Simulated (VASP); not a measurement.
# GaSb (I-4m2) in VASP: single point with LDA

Aim: the single point of GaSb with LDA.

All numbers are computed with VASP 6.6.1; they aren't measurements. Logs are shortened: lines on timing, memory, paths and dates and some standing lists are left out, and cuts for length are marked.

## (1) The cell of the first run

Symmetry: I-4m2, No. 119, tetragonal system. Conventional cell: a = 5.507 Å, b = 5.507 Å, c = 3.181 Å, α = 90.00°, β = 90.00°, γ = 90.00°. Within 3.8 Å of Ga (site symmetry -4m2) lie 8 Sb at 2.87 to 3.64 Å and 2 Ga at 3.18 Å. Within 3.8 Å of Sb (site symmetry -4m2) lie 8 Ga at 2.87 to 3.64 Å and 2 Sb at 3.18 Å.

## (2) Single point, LDA

The input, INCAR:

```
SYSTEM = GaSb
PREC     = Accurate       ! precision mode
ENCUT    = 500            ! plane-wave cutoff, eV
EDIFF    = 1E-6           ! SCF threshold, eV
ISMEAR   = -1             ! smearing method
SIGMA    = 0.1            ! smearing width, eV
LREAL    = .FALSE.        ! projectors in reciprocal space
LASPH    = .TRUE.         ! aspherical terms in the spheres
NELM     = 120            ! most SCF steps
ALGO     = Normal         ! electronic algorithm
ISIF     = 2              ! what is computed and relaxed
LWAVE    = .FALSE.        ! write WAVECAR
LCHARG   = .FALSE.        ! write CHGCAR
NBANDS   = 16             ! bands
GGA_COMPAT= .FALSE.
```

The input, KPOINTS:

```
Automatic mesh
0
G
  3 3 3
  0 0 0
```

The input, POSCAR:

```
GaSb
1.0
   -2.7534340000      2.7534340000      1.5907070000
    2.7534340000     -2.7534340000      1.5907070000
    2.7534340000      2.7534340000     -1.5907070000
Ga Sb
1 1
Direct
    0.2500000000      0.7500000000      0.5000000000
    0.0000000000      0.0000000000      0.0000000000
```

Potentials or basis: VASP PAW LDA potentials, release 64 (Ga_d, Sb).

On the command line:

```bash
cat potpaw_LDA.64/Ga_d/POTCAR potpaw_LDA.64/Sb/POTCAR > POTCAR
mpirun -np 1 vasp_std > vasp.out
```

OUTCAR:

```text
SYSTEM = GaSb
   PREC = Accurate
   ENCUT = 500
   EDIFF = 1E-6
   ISMEAR = -1
   LREAL = .FALSE.
   LASPH = .TRUE.
   NELM = 120
   ISIF = 2

 ion  position               nearest neighbor table
   1  0.250  0.750  0.500-   2 2.87   2 2.87   2 2.87   2 2.87
   2  0.000  0.000  0.000-   1 2.87   1 2.87   1 2.87   1 2.87

  LATTYP: Found a body centered tetragonal cell.
 ALAT       =     5.5068680000
 C/A-ratio  =     0.5777174975

  Lattice vectors:

 A1 = (  -2.7534340000,   2.7534340000,   1.5907070000)
 A2 = (   2.7534340000,  -2.7534340000,   1.5907070000)
 A3 = (   2.7534340000,   2.7534340000,  -1.5907070000)

Analysis of symmetry for initial positions (statically):
=====================================================================
 Subroutine PRICEL returns:
 Original cell was already a primitive cell.

 Routine SETGRP: Setting up the symmetry group for a
 body centered tetragonal supercell.

 Subroutine GETGRP returns: Found  8 space group operations
 (whereof  8 operations were pure point group operations)
 out of a pool of 16 trial point group operations.

The static configuration has the point symmetry D_2d.

Analysis of symmetry for dynamics (positions and initial velocities):
=====================================================================
 Subroutine PRICEL returns:
 Original cell was already a primitive cell.

 Routine SETGRP: Setting up the symmetry group for a
 body centered tetragonal supercell.

 Subroutine GETGRP returns: Found  8 space group operations
 (whereof  8 operations were pure point group operations)
 out of a pool of 16 trial point group operations.

The dynamic configuration has the point symmetry D_2d.

 Subroutine INISYM returns: Found  8 space group operations
 (whereof  8 operations are pure point group operations),
 and found     1 'primitive' translations

----------------------------------------------------------------------------------------

                                     Primitive cell

  volume of cell :      48.2391

  direct lattice vectors                    reciprocal lattice vectors
    -2.753434000  2.753434000  1.590707000     0.000000000  0.181591424  0.314325643
     2.753434000 -2.753434000  1.590707000     0.181591424  0.000000000  0.314325643
     2.753434000  2.753434000 -1.590707000     0.181591424  0.181591424  0.000000000

  length of vectors
     4.206322187  4.206322187  4.206322187     0.363009717  0.363009717  0.256809054

  position of ions in fractional coordinates (direct lattice)
     0.250000000  0.750000000  0.500000000
     0.000000000  0.000000000  0.000000000

  ion indices of the primitive-cell ions
   primitive index   ion index
                 1           1
                 2           2

----------------------------------------------------------------------------------------

 KPOINTS: Automatic mesh

Automatic generation of k-mesh.
 Grid dimensions read from file:
 generate k-points for:    3    3    3

 Generating k-lattice:

  Cartesian coordinates                     Fractional coordinates (reciprocal lattice)
     0.000000000  0.060530475  0.104775214     0.333333333  0.000000000  0.000000000
     0.060530475  0.000000000  0.104775214     0.000000000  0.333333333  0.000000000
     0.060530475  0.060530475  0.000000000     0.000000000  0.000000000  0.333333333

  Length of vectors
     0.121003239  0.121003239  0.085603018

  Shift w.r.t. Gamma in fractional coordinates (k-lattice)
     0.000000000  0.000000000  0.000000000

 Subroutine IBZKPT returns following result:
 ===========================================

 Found      6 irreducible k-points:

 Following reciprocal coordinates:
            Coordinates               Weight
  0.000000  0.000000  0.000000      1.000000
  0.333333  0.000000  0.000000      8.000000
  0.333333  0.333333  0.000000      8.000000
 -0.333333  0.333333  0.000000      4.000000
 -0.333333  0.333333  0.333333      4.000000
 -0.333333 -0.333333  0.333333      2.000000
   k-points           NKPTS =      6   k-points in BZ     NKDIM =      6   number of bands    NBANDS=     16
   number of dos      NEDOS =    301   number of ions     NIONS =      2
   total plane-waves  NPLWV =  32768
   dimension x,y,z NGX =    32 NGY =   32 NGZ =   32
   dimension x,y,z NGXF=    64 NGYF=   64 NGZF=   64
   ions per type =               1   1
   NGX,Y,Z   is equivalent  to a cutoff of  12.65, 12.65, 12.65 a.u.
   NGXF,Y,Z  is equivalent  to a cutoff of  25.29, 25.29, 25.29 a.u.
 SYSTEM =  GaSb
   PREC   = accura    normal or accurate (medium, high low for compatibility)
   ISTART =      0    job   : 0-new  1-cont  2-samecut
   ICHARG =      2    charge: 1-file 2-atom 10-const
   ISPIN  =      1    spin polarized calculation?
   LNONCOLLINEAR =      F non collinear calculations
   LSORBIT =      F    spin-orbit coupling
   LASPH  =      T    aspherical Exc in radial PAW
   ENCUT  =  500.0 eV  36.75 Ry    6.06 a.u.   7.67  7.67  7.67*2*pi/ulx,y,z
   NELM   =    120;   NELMIN=  2; NELMDL= -5     # of ELM steps
   EDIFF  = 0.1E-05   stopping-criterion for ELM
   LREAL  =      F    real-space projection
   EDIFFG = 0.1E-04   stopping-criterion for IOM
   NSW    =      0    number of steps for IOM
   IBRION =     -1    ionic relax: 0-MD 1-quasi-New 2-CG
   NFREE  =      0    steps in history (QN), initial steepest desc. (CG)
   ISIF   =      2    stress and relaxation
   ISYM   =      2    0-nonsym 1-usesym 2-fastsym
   POTIM  = 0.5000    time-step for ionic-motion
   TEBEG  =    0.0;   TEEND  =   0.0 temperature during run
   PSTRESS=    0.0 pullay stress
   NELECT =      18.0000    total number of electrons
   NUPDOWN=      -1.0000    fix difference up-down
   EMIN   =  10.00;   EMAX   =-10.00  energy-range for DOS
   EFERMI =   0.00;   METHOD = LEGACY
   ISMEAR =    -1;   SIGMA  =   0.10  broadening in eV -4-tet -1-fermi 0-gaus
   EFERMI_NEDOS =   21; number of points for ismear=-14 and -15
   IALGO  =     38    algorithm
   IMIX   =      4    mixing-type and parameters
     AMIX     =   0.40;   BMIX     =  1.00
     AMIX_MAG =   1.60;   BMIX_MAG =  1.00
  volume/ion in A,a.u.               =      24.12       162.77
  Fermi-wavevector in a.u.,A,eV,Ry     =   1.178598  2.227228 18.899772  1.389094
  Thomas-Fermi vector in A             =   2.314924
   LORBIT       =      0    0 simple, 1 ext, 2 COOP (PROOUT), +10 PAW based schemes
   GGA     = CA    functional components
   LHFCALC =     F    Hartree Fock is set to
   AEXX    =    0.0000 exact exchange contribution
   IVDW    =     0    specifies the selected vdW correction
   LEPSILON=     F    determine dielectric tensor
   LRPA    =     F    only Hartree local field effects (RPA)
 non-spin polarized calculation
  energy-cutoff  :      500.00
  volume of cell :       48.24
 maximum number of plane-waves:      1253
 NGX is ok and might be reduce to    30
   NGX = 15   NGY = 15   NGZ = 15

 number of electron      17.9999994 magnetization

 Free energy of the ion-electron system (eV)
  ---------------------------------------------------
  ext. energy  EPLUGINS =         0.00000000
  ---------------------------------------------------
  free energy    TOTEN  =        -8.35677397 eV

  energy without entropy =       -8.32106871  energy(sigma->0) =       -8.33892134

 E-fermi :   6.6189     XC(G=0): -10.4497

 val. band max:        5.6659026804   @ k =  -0.3333   0.3333   0.0000
 cond. band min:       6.7328298035   @ k =   0.3333   0.0000   0.0000
 fundamental gap:      1.0669271231
 Fermi energy:         6.6189361349

 k-point     1 :       0.0000    0.0000    0.0000
  band No.  band energies     occupation
      1      -8.8902      2.00000
      2      -8.7797      2.00000
      3      -8.7754      2.00000
      4      -8.7737      2.00000
      5      -8.7737      2.00000
      6      -5.5078      2.00000
[... 8 lines left out ...]
     15      16.2394      0.00000
     16      16.9672      0.00000

 k-point     2 :       0.3333    0.0000    0.0000
  band No.  band energies     occupation
      1      -8.8210      2.00000
      2      -8.8154      2.00000
      3      -8.7895      2.00000
      4      -8.7853      2.00000
      5      -8.7583      2.00000
      6      -3.4593      2.00000
[... 8 lines left out ...]
     15      13.7038      0.00000
     16      16.9582      0.00000

 k-point     3 :       0.3333    0.3333    0.0000
  band No.  band energies     occupation
      1      -8.8213      2.00000
      2      -8.8126      2.00000
      3      -8.7956      2.00000
      4      -8.7856      2.00000
      5      -8.7542      2.00000
      6      -2.3353      2.00000
[... 8 lines left out ...]
     15      15.1077      0.00000
     16      17.2892      0.00000

 k-point     4 :      -0.3333    0.3333    0.0000
  band No.  band energies     occupation
      1      -8.8849      2.00000
      2      -8.7936      2.00000
      3      -8.7753      2.00000
      4      -8.7673      2.00000
      5      -8.7666      2.00000
      6      -4.5787      2.00000
[... 8 lines left out ...]
     15      15.1637      0.00000
     16      15.9293      0.00000

 k-point     5 :      -0.3333    0.3333    0.3333
  band No.  band energies     occupation
      1      -8.8848      2.00000
      2      -8.8279      2.00000
      3      -8.7692      2.00000
      4      -8.7686      2.00000
      5      -8.7542      2.00000
      6      -3.6957      2.00000
[... 8 lines left out ...]
     15      17.2288      0.00000
     16      17.7919      0.00000

 k-point     6 :      -0.3333   -0.3333    0.3333
  band No.  band energies     occupation
      1      -8.8197      2.00000
      2      -8.8126      2.00000
      3      -8.8126      2.00000
      4      -8.7877      2.00000
      5      -8.7480      2.00000
      6      -1.7244      2.00000
[... 8 lines left out ...]
     15      19.0144      0.00000
     16      19.0144      0.00000

------------------------ aborting loop because EDIFF is reached ----------------------------------------

  FORCE on cell =-STRESS in cart. coord.  units (eV):
  Direction    XX          YY          ZZ          XY          YZ          ZX
  --------------------------------------------------------------------------------------
  -------------------------------------------------------------------------------------
  Total       -1.5686258     -1.5686258     -0.9931719      0.0000000      0.0000000      0.0000000
  in kB      -52.0991237    -52.0991237    -32.9864436      0.0000000      0.0000000      0.0000000
  external PRESSURE =     -45.7282304 kB  Pullay stress =       0.0000000 kB

 VOLUME and BASIS-vectors are now :
 -----------------------------------------------------------------------------
  energy-cutoff  :      500.00
  volume of cell :       48.24
      direct lattice vectors                 reciprocal lattice vectors
    -2.753434000  2.753434000  1.590707000     0.000000000  0.181591424  0.314325643
     2.753434000 -2.753434000  1.590707000     0.181591424  0.000000000  0.314325643
     2.753434000  2.753434000 -1.590707000     0.181591424  0.181591424  0.000000000

 POSITION                                       TOTAL-FORCE (eV/Angst)
 -----------------------------------------------------------------------------------
      2.75343      0.00000      0.79535         0.000000     -0.000000      0.000000
      0.00000      0.00000      0.00000        -0.000000      0.000000     -0.000000
 -----------------------------------------------------------------------------------
    total drift:                               -0.000000      0.000000      0.000000

  FREE ENERGIE OF THE ION-ELECTRON SYSTEM (eV)
  ---------------------------------------------------
  free  energy   TOTEN  =        -8.3567739703 eV

  energy  without entropy=       -8.3210687138  energy(sigma->0) =       -8.33892134
```

Run time: 10 s. Hardware: 1 thread of Intel Xeon 8259CL, shared host; peak memory 0.15 GiB.

Results:

- Free energy: -8.3568 eV
- Pressure: -4.6 GPa
- Band gap on the k mesh: zero (band 9 reaches 7.18 eV, above the bottom of band 10 at 3.42 eV)

Caveat: the k points lie up to 0.76 Å⁻¹ apart; spin-orbit coupling is left out, which moves the levels of the heavy elements.
